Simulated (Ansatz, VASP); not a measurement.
# Two plane-wave programs on HfN

File INCAR:

```
ALGO = Normal
EDIFF = 1E-6
ENCUT = 520
GGA = PS
ISIF = 2
ISMEAR = 0
LASPH = T
LCHARG = F
LREAL = F
LWAVE = F
NBANDS = 14
NELM = 100
PREC = Accurate
SIGMA = 0.15
```

The input KPOINTS:

```
k-points
0
Gamma
  18 18 18
```

The input POSCAR:

```
HfN
1.0
    0.0000000000      2.3154750000      2.1460500000
    2.3154750000      0.0000000000      2.1460500000
    2.3154750000      2.3154750000      0.0000000000
Hf N
1 1
Direct
    0.0000000000      0.0000000000      0.0000000000
    0.5000000000      0.5000000000      0.5000000000
```

Input for Ansatz:

```yaml
crystal:
  lattice:
    - [0.0, 2.315475, 2.14605]
    - [2.315475, 0.0, 2.14605]
    - [2.315475, 2.315475, 0.0]
  atoms:
    - { symbol: Hf, position: [0.0, 0.0, 0.0] }
    - { symbol: "N", position: [0.5, 0.5, 0.5] }
basis:
  ecutwfc: 420
kpoints:
  mp_grid: { grid: [18, 18, 18] }
hamiltonian:
  xc: pbesol
scf:
  occupations: { method: gaussian, width: 0.15 }
output:
  forces: true
  stress: true
  eigenvalues: true
```

Change from the starting cell: strain +0.025 along x and y, -0.050 along z, atoms carried along.

Alike in both runs: task single point; functional PBEsol; k mesh 18 × 18 × 18; occupations gaussian, width 0.15 eV; no spin polarisation.

|  | VASP | Ansatz |
| --- | --- | --- |
| version | VASP 6.6.1 | Ansatz 0.2.0 |
| potentials or method | VASP PAW PBE potentials, release 64 (Hf_pv, N), cutoff 520 eV | scalar-relativistic, plane waves, PAW |
| valence electrons in the cell | 15 | 31 |

|  | VASP | Ansatz | Ansatz less VASP |
| --- | --- | --- | --- |
| gap on the k mesh at the Fermi level (eV) | none | none | - |
| pressure (GPa) | -0.7 | 1.3 | +2.06 |
| traceless stress, the component that is largest in VASP (GPa) | 28.92 | 28.98 | +0.054 |

VASP's potentials were made for PBE, not for PBEsol. A gap of «none» marks a metal or a gap that the smearing closes. VASP's potentials hold 15 valence electrons a cell and Ansatz's 31, so a difference there can come from the potentials and not from the codes.

Neither program's run includes spin-orbit coupling.
